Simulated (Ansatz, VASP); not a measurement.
## Zr2H3 in VASP and in Ansatz

Contents of INCAR:

```
SYSTEM = Zr2H3
  PREC = Accurate
  ENCUT = 600
  EDIFF = 1E-7
  ISMEAR = 0
  SIGMA = 0.1
  LREAL = .False.
  LASPH = .True.
  NELM = 80
  ALGO = Normal
  ISIF = 3
  LWAVE = .False.
  LCHARG = .False.
  GGA = PE
  IBRION = 2
  NSW = 100
  EDIFFG = -0.01
```

File KPOINTS:

```
regular mesh
0
Gamma
  12 12 6
  0 0 0
```

POSCAR

```
Zr2H3
1.0
    3.3106117485      0.0000000000      0.0000000000
   -1.6553058742      2.8670738762      0.0000000000
    0.0000000000      0.0000000000      5.9988546048
Zr H
2 3
Direct
    0.0000000000      0.0000000000      0.2619152697
    0.0000000000      0.0000000000      0.7380847303
    0.3333333333      0.6666666667      0.1714682072
    0.3333333333      0.6666666667      0.8285317928
    0.6666666667      0.3333333333      0.5000000000
```

Input for Ansatz:

```yaml
crystal:
  lattice:
    - [3.3106117485, 0.0, 0.0]
    - [-1.6553058742, 2.8670738762, 0.0]
    - [0.0, 0.0, 5.9988546048]
  atoms:
    - { symbol: Zr, position: [0.0, 0.0, 0.2619152697] }
    - { symbol: Zr, position: [0.0, 0.0, 0.7380847303] }
    - { symbol: H, position: [0.3333333333, 0.6666666667, 0.1714682072] }
    - { symbol: H, position: [0.3333333333, 0.6666666667, 0.8285317928] }
    - { symbol: H, position: [0.6666666667, 0.3333333333, 0.5] }
basis:
  ecutwfc: 420
kpoints:
  mp_grid: { grid: [12, 12, 6] }
hamiltonian:
  xc: pbe
scf:
  occupations: { method: gaussian, width: 0.1 }
output:
  forces: true
  stress: true
  eigenvalues: true
  write_density: true
  write_potential: true
  elf: true
  volumetric_format: npy
relax:
  adjacent_minimum: "off"
  f_tol: 0.01
  max_steps: 80
  cell: { stress_tol: 0.05 }
```

Alike in both runs: task relaxation of cell and atoms; functional PBE; k mesh 12 × 12 × 6; occupations gaussian, width 0.1 eV; no spin polarisation.

```csv
,VASP,Ansatz
version,VASP 6.6.1,Ansatz 0.2.0
potentials or method,"VASP PAW PBE potentials, release 64 (Zr_sv, H), cutoff 600 eV","scalar-relativistic, plane waves, PAW"
valence electrons in the cell,27,27
```

Ansatz gave:

| Quantity | Value |
| --- | --- |
| gap on the k mesh at the Fermi level, each at its own relaxed structure (eV) | none |
| relaxed volume (Å³/atom) | 11.47 |
| relaxed length of the cell vector where the two differ most in proportion (Å) | 3.301 |

**Question.** What did VASP give for the same quantities?

**Answer.** gap on the k mesh at the Fermi level, each at its own relaxed structure (eV): none; relaxed volume (Å³/atom): 11.48; relaxed length of the cell vector where the two differ most in proportion (Å): 3.303.

A gap of «none» marks a metal or a gap that the smearing closes.
